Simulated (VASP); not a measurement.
Here is a VASP 6.6.1 calculation.

INCAR

```
SYSTEM = Pt
ALGO = Normal
EDIFF = 1E-7
EDIFFG = -0.005
ENCUT = 600
GGA = PE
IBRION = 2
ISIF = 3
ISMEAR = 0
LASPH = .TRUE.
LCHARG = .FALSE.
LREAL = .FALSE.
LWAVE = .FALSE.
NELM = 80
NSW = 100
PREC = Accurate
SIGMA = 0.1
```

Contents of KPOINTS:

```
k-points
0
G
  18 18 18
  0 0 0
```

File POSCAR:

```
Pt
1.0
    0.0000000000      1.9836410159      1.9836410159
    1.9836410159      0.0000000000      1.9836410159
    1.9836410159      1.9836410159      0.0000000000
Pt
1
Direct
    0.0000000000      0.0000000000      0.0000000000
```

Potentials or basis: VASP PAW PBE potentials, release 64 (Pt).

Command:

```bash
$ cat potpaw_PBE.64/Pt/POTCAR > POTCAR
$ mpirun -np 1 vasp_std > vasp.out
```

Q: What does it give for the band gap on the k mesh?

A: Zero (band 5 reaches 11.06 eV, above the bottom of band 6 at 8.96 eV).

Q: Predict the space group after relaxing (to 0.05 Å).

A: Fm-3m (No. 225).

Final structure:
```
Pt
1.0
     0.00000    1.98393    1.98393
     1.98393    0.00000    1.98393
     1.98393    1.98393    0.00000
Pt
1
Cartesian
  0.0000 0.0000 0.0000
```

Caveat: spin-orbit coupling is left out, which moves the levels of the heavy elements.
